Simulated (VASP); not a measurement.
Runs of VASP 6.6.1 on Al2O3. The structure is that of space group P6/mmm (No. 191), or close to it. The cells are those of the table. 

```csv
task,potentials or basis,spin,cell,k mesh,cutoff (eV),smearing,second run,gap on the mesh (eV),pressure (GPa),relaxed volume (Å³/atom)
single point,"VASP PAW PBE potentials, release 64 (Al, O)",off,"a = 5.056, b = 5.056, c = 2.529 Å, angles 90.0, 90.0, 120.0°, 5 atoms",6 × 6 × 6,520,gaussian 0.1 eV,-,3.56,-0.1,-
single point,"VASP PAW PBE potentials, release 64 (Al, O)",off,"a = 5.057, b = 5.057, c = 2.528 Å, angles 90.0, 90.0, 120.0°, 5 atoms",6 × 6 × 10,520,gaussian 0.02 eV,-,3.57,-0.1,-
relaxation of cell and atoms,"VASP PAW PBE potentials, release 64 (Al, O)",off,"relaxed from a = 5.056, b = 5.056, c = 2.529 Å, angles 90.0, 90.0, 120.0°, 5 atoms",6 × 6 × 10,600,gaussian 0.02 eV,-,3.58,0.0,(a)
single point,"VASP PAW PBE potentials, release 64 (Al, O)",off,"a = 3.904, b = 3.904, c = 4.047 Å, angles 90.0, 90.0, 120.0°, 5 atoms",6 × 6 × 4,520,gaussian 0.1 eV,-,none,29.0,-
relaxation of cell and atoms,"VASP PAW PBE potentials, release 64 (Al, O_h)",off,"relaxed from a = 3.904, b = 3.904, c = 4.047 Å, angles 90.0, 90.0, 120.0°, 5 atoms",6 × 6 × 4,910,gaussian 0.1 eV,hard_potentials,3.41,-0.2,10.36
relaxation of cell and atoms,"VASP PAW PBE potentials, release 64 (Al, O)",off,"relaxed from a = 3.904, b = 3.904, c = 4.047 Å, angles 90.0, 90.0, 120.0°, 5 atoms",6 × 6 × 4,600,gaussian 0.1 eV,-,3.56,0.0,10.92
single point,"VASP PAW PBE potentials, release 64 (Al, O)",off,"a = 5.056, b = 5.056, c = 2.529 Å, angles 90.0, 90.0, 120.0°, 5 atoms",6 × 6 × 4,520,gaussian 0.1 eV,-,(b),0.0,-
single point,"VASP PAW PBE potentials, release 64 (Al, O)","collinear, ferromagnetic start","a = 3.904, b = 3.904, c = 4.047 Å, angles 90.0, 90.0, 120.0°, 5 atoms",6 × 6 × 4,520,gaussian 0.1 eV,-,none,29.0,-
relaxation of cell and atoms,"VASP PAW PBE potentials, release 64 (Al, O)",off,"relaxed from a = 5.056, b = 5.056, c = 2.529 Å, angles 90.0, 90.0, 120.0°, 5 atoms",6 × 6 × 6,600,gaussian 0.1 eV,-,3.56,-0.3,-
```

Alike in all rows: level PBE.

Q: Fill in the values left out.

A: (a) 11.18; (b) 3.55.

Caveats: some runs use coarse meshes; the cutoff is under 1.25 times the usual one of these potentials, so pressure, stress and relaxed cells hold a basis-set (Pulay) error (some runs); the relaxation stopped at its first step, so nothing moved (some runs).

A k mesh can miss the band edges.

A gap of «none» marks levels without a gap at the run's occupations.
